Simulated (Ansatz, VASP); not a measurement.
# One calculation of ScAl3, two programs

```xyz
12
Lattice="0.0000 -4.1053 0.0000 0.0000 0.0000 -4.1053 12.5660 0.0000 0.0000" Properties=species:S:1:pos:R:3 pbc="T T T"
Sc   11.2895   -4.1053   -4.1053
Sc    3.0788   -4.1053   -4.1053
Sc    7.1841   -4.1053   -4.1053
Al    1.0261    0.0000   -2.0527
Al    5.1315    0.0000   -2.0527
Al    9.2368    0.0000   -2.0527
Al   11.2895   -2.0527   -2.0527
Al    3.0788   -2.0527   -2.0527
Al    7.1841   -2.0527   -2.0527
Al    1.0261   -2.0527    0.0000
Al    5.1315   -2.0527    0.0000
Al    9.2368   -2.0527    0.0000
```

Alike in both runs: task single point; functional PBE; k mesh 11 × 11 × 4; occupations gaussian, width 0.15 eV; no spin polarisation.

|  | VASP | Ansatz |
| --- | --- | --- |
| version | VASP 6.6.1 | Ansatz 0.2.0 |
| potentials or method | VASP PAW PBE potentials, release 64 (Sc_sv, Al), cutoff 520 eV | scalar-relativistic, plane waves, PAW |
| valence electrons in the cell | 60 | 60 |

```csv
,VASP,Ansatz,Ansatz less VASP
gap on the k mesh at the Fermi level (eV),none,none,-
pressure (GPa),-1.3,-1.3,-0.02
"traceless stress, the component that is largest in VASP (GPa)",-1.73,-1.73,+0.003
rms of the force components (eV/Å),0.209,0.208,-0.0010
```

Atom by atom the forces differ by 0.001 eV/Å (rms over components). A gap of «none» marks a metal or a gap that the smearing closes.
